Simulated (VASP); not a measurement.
Input of a VASP 6.6.1 run:

INCAR

```
PREC = Accurate
ENCUT = 520
EDIFF = 1E-7
ISMEAR = -1
SIGMA = 0.05
LREAL = F
LASPH = T
NELM = 150
ALGO = Normal
ISIF = 2
LWAVE = F
LCHARG = T
ISPIN = 2
MAGMOM = 0 2 0 0
LORBIT = 11
LMAXMIX = 4
GGA = PS
LELF = T
LVHAR = T
NBANDS = 30
```

KPOINTS

```
Automatic mesh
0
Gamma
  10 10 10
```

Contents of POSCAR:

```
VWC2
1.0
    1.4860724039      0.8579843024      4.8331732337
   -1.4860724039      0.8579843024      4.8331732337
    0.0000000000     -1.7159686048      4.8331732337
W V C
1 1 2
Direct
    0.0000000000      0.0000000000      0.0000000000
    0.5000000000      0.5000000000      0.5000000000
    0.2464940000      0.2464940000      0.2464940000
    0.7535060000      0.7535060000      0.7535060000
```

Potentials or basis: VASP PAW PBE potentials, release 64 (W_sv, V_sv, C).

Launch:

```sh
$ cat potpaw_PBE.64/W_sv/POTCAR potpaw_PBE.64/V_sv/POTCAR potpaw_PBE.64/C/POTCAR > POTCAR
$ mpirun -np 1 vasp_std > vasp.out
```

(1) What does it give for the pressure?

(2) What does it give for the largest force?

## Answers

(1) 12.8 GPa.

(2) 0.223 eV/Å.

Caveat: the PAW data sets were made with another functional, which shifts forces and pressure a little.
